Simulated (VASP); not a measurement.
# SnO2 (Fm-3m) in VASP: a series of runs

Aim: see how the results for SnO2 move with the level of theory and the settings. Levels: PBE, r2SCAN. Tasks: single point.

All numbers are computed with VASP 6.6.1; they aren't measurements. Logs are shortened: lines on timing, memory, paths and dates and some standing lists are left out, and cuts for length are marked.

## 1. The cell of the first run

It takes space group Fm-3m (No. 225, cubic). The conventional cell has a = 5.092 Å, b = 5.092 Å, c = 5.092 Å, α = 90.00°, β = 90.00°, γ = 90.00°. Sn (site symmetry m-3m) has 8 O at 2.20 Å within 2.9 Å. O (site symmetry -43m) has 4 Sn at 2.20 Å and 6 O at 2.55 Å within 2.9 Å.

## 2. Single point, PBE (volume changed by -3%)

File INCAR:

```
PREC     = Accurate       # precision mode
ENCUT    = 520            # plane-wave cutoff, eV
EDIFF    = 1E-6           # SCF threshold, eV
ISMEAR   = 0              # smearing method
SIGMA    = 0.01           # smearing width, eV
LREAL    = False          # projectors in reciprocal space
LASPH    = True           # aspherical terms in the spheres
NELM     = 60             # most SCF steps
ALGO     = Normal         # electronic algorithm
ISIF     = 2              # what is computed and relaxed
LWAVE    = False          # write WAVECAR
LCHARG   = False          # write CHGCAR
GGA      = PE             # functional
NBANDS   = 20             # bands
```

File KPOINTS:

```
Automatic mesh
0
Gamma
  8 8 8
```

File POSCAR:

```
SnO2
1.0
    0.0000000000      2.5460654158      2.5460654158
    2.5460654158      0.0000000000      2.5460654158
    2.5460654158      2.5460654158      0.0000000000
Sn O
1 2
Direct
    0.0000000000      0.0000000000      0.0000000000
    0.2500000000      0.2500000000      0.2500000000
    0.7500000000      0.7500000000      0.7500000000
```

Potentials or basis: VASP PAW PBE potentials, release 64 (Sn_d, O).

Launch:

```sh
cat potpaw_PBE.64/Sn_d/POTCAR potpaw_PBE.64/O/POTCAR > POTCAR
mpirun -np 1 vasp_std > vasp.out
```

OUTCAR:

```text
PREC = Accurate
   ENCUT = 520
   EDIFF = 1E-6
   ISMEAR = 0
   LREAL = False
   LASPH = True
   NELM = 60
   ISIF = 2
   GGA = PE

 ion  position               nearest neighbor table
   1  0.000  0.000  0.000-   3 2.20   2 2.20   3 2.20   2 2.20   3 2.20   3 2.20   2 2.20   2 2.20

   2  0.250  0.250  0.250-   1 2.20   1 2.20   1 2.20   1 2.20
   3  0.750  0.750  0.750-   1 2.20   1 2.20   1 2.20   1 2.20

  LATTYP: Found a face centered cubic cell.
 ALAT       =     5.0921308316

  Lattice vectors:

 A1 = (   0.0000000000,   2.5460654158,   2.5460654158)
 A2 = (   2.5460654158,   0.0000000000,   2.5460654158)
 A3 = (   2.5460654158,   2.5460654158,   0.0000000000)

Analysis of symmetry for initial positions (statically):
=====================================================================
 Subroutine PRICEL returns:
 Original cell was already a primitive cell.

 Routine SETGRP: Setting up the symmetry group for a
 face centered cubic supercell.

 Subroutine GETGRP returns: Found 48 space group operations
 (whereof 48 operations were pure point group operations)
 out of a pool of 48 trial point group operations.

The static configuration has the point symmetry O_h .

Analysis of symmetry for dynamics (positions and initial velocities):
=====================================================================
 Subroutine PRICEL returns:
 Original cell was already a primitive cell.

 Routine SETGRP: Setting up the symmetry group for a
 face centered cubic supercell.

 Subroutine GETGRP returns: Found 48 space group operations
 (whereof 48 operations were pure point group operations)
 out of a pool of 48 trial point group operations.

The dynamic configuration has the point symmetry O_h .

 Subroutine INISYM returns: Found 48 space group operations
 (whereof 48 operations are pure point group operations),
 and found     1 'primitive' translations

----------------------------------------------------------------------------------------

                                     Primitive cell

  volume of cell :      33.0095

  direct lattice vectors                    reciprocal lattice vectors
     0.000000000  2.546065416  2.546065416    -0.196381443  0.196381443  0.196381443
     2.546065416  0.000000000  2.546065416     0.196381443 -0.196381443  0.196381443
     2.546065416  2.546065416  0.000000000     0.196381443  0.196381443 -0.196381443

  length of vectors
     3.600680242  3.600680242  3.600680242     0.340142637  0.340142637  0.340142637

  position of ions in fractional coordinates (direct lattice)
     0.000000000  0.000000000  0.000000000
     0.250000000  0.250000000  0.250000000
     0.750000000  0.750000000  0.750000000

  ion indices of the primitive-cell ions
   primitive index   ion index
                 1           1
                 2           2
                 3           3

----------------------------------------------------------------------------------------

 KPOINTS: Automatic mesh

Automatic generation of k-mesh.
 Grid dimensions read from file:
 generate k-points for:    8    8    8

 Generating k-lattice:

  Cartesian coordinates                     Fractional coordinates (reciprocal lattice)
    -0.024547680  0.024547680  0.024547680     0.125000000  0.000000000  0.000000000
     0.024547680 -0.024547680  0.024547680     0.000000000  0.125000000  0.000000000
     0.024547680  0.024547680 -0.024547680     0.000000000  0.000000000  0.125000000

  Length of vectors
     0.042517830  0.042517830  0.042517830

  Shift w.r.t. Gamma in fractional coordinates (k-lattice)
     0.000000000  0.000000000  0.000000000

 Subroutine IBZKPT returns following result:
 ===========================================

 Found     29 irreducible k-points:

 Following reciprocal coordinates:
            Coordinates               Weight
  0.000000  0.000000  0.000000      1.000000
  0.125000  0.000000  0.000000      8.000000
  0.250000  0.000000  0.000000      8.000000
  0.375000  0.000000  0.000000      8.000000
  0.500000  0.000000  0.000000      4.000000
  0.125000  0.125000  0.000000      6.000000
[... 16 lines left out ...]
  0.500000  0.250000  0.125000     48.000000
 -0.375000  0.250000  0.125000     24.000000
 [... further k-points ...]
   k-points           NKPTS =     29   k-points in BZ     NKDIM =     29   number of bands    NBANDS=     20
   number of dos      NEDOS =    301   number of ions     NIONS =      3
   total plane-waves  NPLWV =  21952
   dimension x,y,z NGX =    28 NGY =   28 NGZ =   28
   dimension x,y,z NGXF=    56 NGYF=   56 NGZF=   56
   ions per type =               1   2
   NGX,Y,Z   is equivalent  to a cutoff of  12.93, 12.93, 12.93 a.u.
   NGXF,Y,Z  is equivalent  to a cutoff of  25.86, 25.86, 25.86 a.u.
 SYSTEM =  unknown system
   PREC   = accura    normal or accurate (medium, high low for compatibility)
   ISTART =      0    job   : 0-new  1-cont  2-samecut
   ICHARG =      2    charge: 1-file 2-atom 10-const
   ISPIN  =      1    spin polarized calculation?
   LNONCOLLINEAR =      F non collinear calculations
   LSORBIT =      F    spin-orbit coupling
   LASPH  =      T    aspherical Exc in radial PAW
   ENCUT  =  520.0 eV  38.22 Ry    6.18 a.u.   6.69  6.69  6.69*2*pi/ulx,y,z
   NELM   =     60;   NELMIN=  2; NELMDL= -5     # of ELM steps
   EDIFF  = 0.1E-05   stopping-criterion for ELM
   LREAL  =      F    real-space projection
   EDIFFG = 0.1E-04   stopping-criterion for IOM
   NSW    =      0    number of steps for IOM
   IBRION =     -1    ionic relax: 0-MD 1-quasi-New 2-CG
   NFREE  =      0    steps in history (QN), initial steepest desc. (CG)
   ISIF   =      2    stress and relaxation
   ISYM   =      2    0-nonsym 1-usesym 2-fastsym
   POTIM  = 0.5000    time-step for ionic-motion
   TEBEG  =    0.0;   TEEND  =   0.0 temperature during run
   PSTRESS=    0.0 pullay stress
   NELECT =      26.0000    total number of electrons
   NUPDOWN=      -1.0000    fix difference up-down
   EMIN   =  10.00;   EMAX   =-10.00  energy-range for DOS
   EFERMI =   0.00;   METHOD = LEGACY
   ISMEAR =     0;   SIGMA  =   0.01  broadening in eV -4-tet -1-fermi 0-gaus
   EFERMI_NEDOS =   21; number of points for ismear=-14 and -15
   IALGO  =     38    algorithm
   IMIX   =      4    mixing-type and parameters
     AMIX     =   0.40;   BMIX     =  1.00
     AMIX_MAG =   1.60;   BMIX_MAG =  1.00
  volume/ion in A,a.u.               =      11.00        74.25
  Fermi-wavevector in a.u.,A,eV,Ry     =   1.511888  2.857055 31.100284  2.285806
  Thomas-Fermi vector in A             =   2.621886
   LORBIT       =      0    0 simple, 1 ext, 2 COOP (PROOUT), +10 PAW based schemes
   GGA     = PE    functional components
   LHFCALC =     F    Hartree Fock is set to
   AEXX    =    0.0000 exact exchange contribution
   IVDW    =     0    specifies the selected vdW correction
   LEPSILON=     F    determine dielectric tensor
   LRPA    =     F    only Hartree local field effects (RPA)
 non-spin polarized calculation
 Gauss-broadening in eV      SIGMA  =   0.01
  energy-cutoff  :      520.00
  volume of cell :       33.01
 maximum number of plane-waves:       905
   NGX = 13   NGY = 13   NGZ = 13

 number of electron      25.9999983 magnetization

 Free energy of the ion-electron system (eV)
  ---------------------------------------------------
  ext. energy  EPLUGINS =         0.00000000
  ---------------------------------------------------
  free energy    TOTEN  =       -17.89291630 eV

  energy without entropy =      -17.89291630  energy(sigma->0) =      -17.89291630

 E-fermi :   7.9090     XC(G=0): -11.8417

 val. band max:        7.8214006531   @ k =  -0.2500   0.5000   0.2500
 cond. band min:       7.9524088242   @ k =   0.0000   0.0000   0.0000
 fundamental gap:      0.1310081711
 Fermi energy:         7.9089536761

 k-point     1 :       0.0000    0.0000    0.0000
  band No.  band energies     occupation
      1     -12.7450      2.00000
      2     -12.7450      2.00000
      3     -12.7450      2.00000
      4     -12.5985      2.00000
      5     -12.5985      2.00000
      6     -11.7745      2.00000
[... 12 lines left out ...]
     19      23.0739      0.00000
     20      23.0739      0.00000

 k-point     2 :       0.1250    0.0000    0.0000
  band No.  band energies     occupation
      1     -12.8080      2.00000
      2     -12.7332      2.00000
      3     -12.7332      2.00000
      4     -12.5988      2.00000
      5     -12.5988      2.00000
      6     -11.6115      2.00000
[... 12 lines left out ...]
     19      23.1153      0.00000
     20      23.1153      0.00000

 k-point     3 :       0.2500    0.0000    0.0000
  band No.  band energies     occupation
      1     -12.9770      2.00000
      2     -12.7111      2.00000
      3     -12.7111      2.00000
      4     -12.5927      2.00000
      5     -12.5927      2.00000
      6     -11.1011      2.00000
[... 12 lines left out ...]
     19      23.2110      0.00000
     20      23.9492      0.00000

 k-point     4 :       0.3750    0.0000    0.0000
  band No.  band energies     occupation
      1     -13.1467      2.00000
      2     -12.7010      2.00000
      3     -12.7010      2.00000
      4     -12.5742      2.00000
      5     -12.5742      2.00000
      6     -10.3179      2.00000
[... 12 lines left out ...]
     19      23.2249      0.00000
     20      23.7826      0.00000

 k-point     5 :       0.5000    0.0000    0.0000
  band No.  band energies     occupation
      1     -13.2150      2.00000
      2     -12.7000      2.00000
      3     -12.7000      2.00000
      4     -12.5632      2.00000
      5     -12.5632      2.00000
      6      -9.6709      2.00000
[... 12 lines left out ...]
     19      23.1471      0.00000
     20      23.3779      0.00000
[... 353 lines left out ...]
      6     -10.0343      2.00000
[... 12 lines left out ...]
     19      25.0296      0.00000
     20      25.4752      0.00000

 k-point    22 :       0.3750    0.2500    0.1250
  band No.  band energies     occupation
      1     -13.0226      2.00000
      2     -12.7598      2.00000
      3     -12.6696      2.00000
      4     -12.6238      2.00000
      5     -12.5801      2.00000
      6     -10.7261      2.00000
[... 12 lines left out ...]
     19      23.6321      0.00000
     20      26.4379      0.00000

 k-point    23 :       0.5000    0.2500    0.1250
  band No.  band energies     occupation
      1     -13.0846      2.00000
      2     -12.8320      2.00000
      3     -12.6508      2.00000
      4     -12.6210      2.00000
      5     -12.5769      2.00000
      6      -9.9836      2.00000
[... 12 lines left out ...]
     19      23.6691      0.00000
     20      26.7812      0.00000

 k-point    24 :      -0.3750    0.2500    0.1250
  band No.  band energies     occupation
      1     -13.1132      2.00000
      2     -12.8598      2.00000
      3     -12.6486      2.00000
      4     -12.6174      2.00000
      5     -12.5716      2.00000
      6      -9.2903      2.00000
[... 12 lines left out ...]
     19      23.6480      0.00000
     20      27.2635      0.00000

 [... further k-points ...]

------------------------ aborting loop because EDIFF is reached ----------------------------------------

  FORCE on cell =-STRESS in cart. coord.  units (eV):
  Direction    XX          YY          ZZ          XY          YZ          ZX
  --------------------------------------------------------------------------------------
  -------------------------------------------------------------------------------------
  Total        1.3658949      1.3658949      1.3658949      0.0000000     -0.0000000      0.0000000
  in kB       66.2962855     66.2962855     66.2962855      0.0000000     -0.0000000      0.0000000
  external PRESSURE =      66.2962855 kB  Pullay stress =       0.0000000 kB

 VOLUME and BASIS-vectors are now :
 -----------------------------------------------------------------------------
  energy-cutoff  :      520.00
  volume of cell :       33.01
      direct lattice vectors                 reciprocal lattice vectors
     0.000000000  2.546065416  2.546065416    -0.196381443  0.196381443  0.196381443
     2.546065416  0.000000000  2.546065416     0.196381443 -0.196381443  0.196381443
     2.546065416  2.546065416  0.000000000     0.196381443  0.196381443 -0.196381443

 POSITION                                       TOTAL-FORCE (eV/Angst)
 -----------------------------------------------------------------------------------
      0.00000      0.00000      0.00000        -0.000000     -0.000000     -0.000000
      1.27303      1.27303      1.27303        -0.000000     -0.000000     -0.000000
      3.81910      3.81910      3.81910         0.000000      0.000000      0.000000
 -----------------------------------------------------------------------------------
    total drift:                               -0.000000     -0.000000      0.000000

  FREE ENERGIE OF THE ION-ELECTRON SYSTEM (eV)
  ---------------------------------------------------
  free  energy   TOTEN  =       -17.8929163017 eV

  energy  without entropy=      -17.8929163017  energy(sigma->0) =      -17.89291630
```

Run time: 8.9 s. Hardware: 1 thread of Intel Xeon 6975P-C (Granite Rapids), shared host; peak memory 0.16 GiB.

What came out:

```
Free energy            : -17.8929 eV
Pressure               : 6.6 GPa
Band gap on the k mesh : 0.13 eV, indirect (least direct gap 1.50 eV)
```

Caveat: spin-orbit coupling is left out, which moves the levels of the heavy elements. A k mesh can miss the band edges.

## 3. Single point, r2SCAN (volume changed by -6%)

File POSCAR:

```
SnO2
1.0
    0.0000000000      2.4817490510      2.4817490510
    2.4817490510      0.0000000000      2.4817490510
    2.4817490510      2.4817490510      0.0000000000
Sn O
1 2
Direct
    0.0000000000      0.0000000000      0.0000000000
    0.2500000000      0.2500000000      0.2500000000
    0.7500000000      0.7500000000      0.7500000000
```

File INCAR.step1:

```
PREC = Accurate ; ENCUT = 520
ISMEAR = 0 ; SIGMA = 0.01
LREAL = F ; LASPH = T
NELM = 60 ; NBANDS = 20
GGA = PE ; ALGO = Normal
EDIFF = 1E-4 ; LWAVE = T
LCHARG = F
```

File INCAR.step2:

```
PREC = Accurate ; ENCUT = 520
EDIFF = 1E-6 ; ISMEAR = 0
SIGMA = 0.01 ; LREAL = F
LASPH = T ; NELM = 60
ALGO = Normal ; ISIF = 2
LWAVE = F ; LCHARG = F
METAGGA = R2SCAN ; LMIXTAU = T
NBANDS = 20 ; ISTART = 1
```

KPOINTS is that of step 2.

Potentials or basis: VASP PAW PBE potentials, release 64 (Sn_d, O).

Launch:

```sh
cat potpaw_PBE.64/Sn_d/POTCAR potpaw_PBE.64/O/POTCAR > POTCAR
cp INCAR.step1 INCAR
mpirun -np 1 vasp_std > vasp.out
cp INCAR.step2 INCAR
mpirun -np 1 vasp_std > vasp.out
```

OUTCAR:

```text
PREC = Accurate
   ENCUT = 520
   EDIFF = 1E-6
   ISMEAR = 0
   LREAL = F
   LASPH = T
   NELM = 60
   ISIF = 2
   METAGGA = R2SCAN
   ISTART = 1

 ion  position               nearest neighbor table
   1  0.000  0.000  0.000-   3 2.15   3 2.15   3 2.15   2 2.15   3 2.15   2 2.15   2 2.15   2 2.15

   2  0.250  0.250  0.250-   1 2.15   1 2.15   1 2.15   1 2.15
   3  0.750  0.750  0.750-   1 2.15   1 2.15   1 2.15   1 2.15

  LATTYP: Found a face centered cubic cell.
 ALAT       =     4.9634981020

  Lattice vectors:
[... 194 lines left out ...]
      4     -12.4958      2.00000
      5     -12.2466      2.00000
      6     -12.2466      2.00000
[... 541 lines left out ...]
     19      25.8444      0.00000
     20      29.6114      0.00000

 [... further k-points ...]
[... 5 lines left out ...]
  --------------------------------------------------------------------------------------
  -------------------------------------------------------------------------------------
  Total        3.4467435      3.4467435      3.4467435      0.0000000      0.0000000      0.0000000
  in kB      180.6408470    180.6408470    180.6408470      0.0000000      0.0000000      0.0000000
  external PRESSURE =     180.6408470 kB  Pullay stress =       0.0000000 kB

 VOLUME and BASIS-vectors are now :
 -----------------------------------------------------------------------------
  energy-cutoff  :      520.00
  volume of cell :       30.57
      direct lattice vectors                 reciprocal lattice vectors
     0.000000000  2.481749051  2.481749051    -0.201470813  0.201470813  0.201470813
     2.481749051  0.000000000  2.481749051     0.201470813 -0.201470813  0.201470813
     2.481749051  2.481749051  0.000000000     0.201470813  0.201470813 -0.201470813

 POSITION                                       TOTAL-FORCE (eV/Angst)
 -----------------------------------------------------------------------------------
      0.00000      0.00000      0.00000         0.000000     -0.000000     -0.000000
      1.24087      1.24087      1.24087        -0.000000     -0.000000     -0.000000
      3.72262      3.72262      3.72262         0.000000      0.000000      0.000000
 -----------------------------------------------------------------------------------
    total drift:                                0.000000     -0.000000      0.000000

  FREE ENERGIE OF THE ION-ELECTRON SYSTEM (eV)
  ---------------------------------------------------
  free  energy   TOTEN  =       -41.3646563864 eV

  energy  without entropy=      -41.3646563864  energy(sigma->0) =      -41.36465639
```

OUTCAR.step1:

```text
PREC = Accurate
   ENCUT = 520
   ISMEAR = 0
   LREAL = F
[... 779 lines left out ...]
      0.00000      0.00000      0.00000         0.000000      0.000000      0.000000
      1.24087      1.24087      1.24087        -0.000000     -0.000000     -0.000000
      3.72262      3.72262      3.72262         0.000000      0.000000      0.000000
 -----------------------------------------------------------------------------------
    total drift:                                0.000000     -0.000000      0.000000

  FREE ENERGIE OF THE ION-ELECTRON SYSTEM (eV)
  ---------------------------------------------------
  free  energy   TOTEN  =       -17.6455324873 eV

  energy  without entropy=      -17.6455324873  energy(sigma->0) =      -17.64553249
```

Run time: 40 s. Hardware: 1 thread of Intel Xeon 6975P-C (Granite Rapids), shared host; peak memory 0.17 GiB.

What came out:

```
Free energy            : -41.3647 eV
Pressure               : 18.1 GPa
Band gap on the k mesh : 1.53 eV, indirect (least direct gap 3.11 eV)
```

Levels at points of the mesh, in eV from the valence-band top:
| k point | band 11 | band 12 | band 13 | band 14 | band 15 | band 16 |
| --- | --- | --- | --- | --- | --- | --- |
| (0.00, 0.00, 0.00) | -1.57 | -1.57 | -1.57 | 1.53 | 8.12 | 8.12 |
| (0.50, 0.00, 0.00) | -3.77 | -2.37 | -2.37 | 6.19 | 8.88 | 12.01 |
| (0.50, 0.50, 0.00) | -0.23 | -0.23 | -0.19 | 4.18 | 8.69 | 10.82 |

Caveat: the PAW data sets were made with another functional, which shifts forces and pressure a little; spin-orbit coupling is left out, which moves the levels of the heavy elements. A k mesh can miss the band edges.

(Part 1 of 2 ends here.)
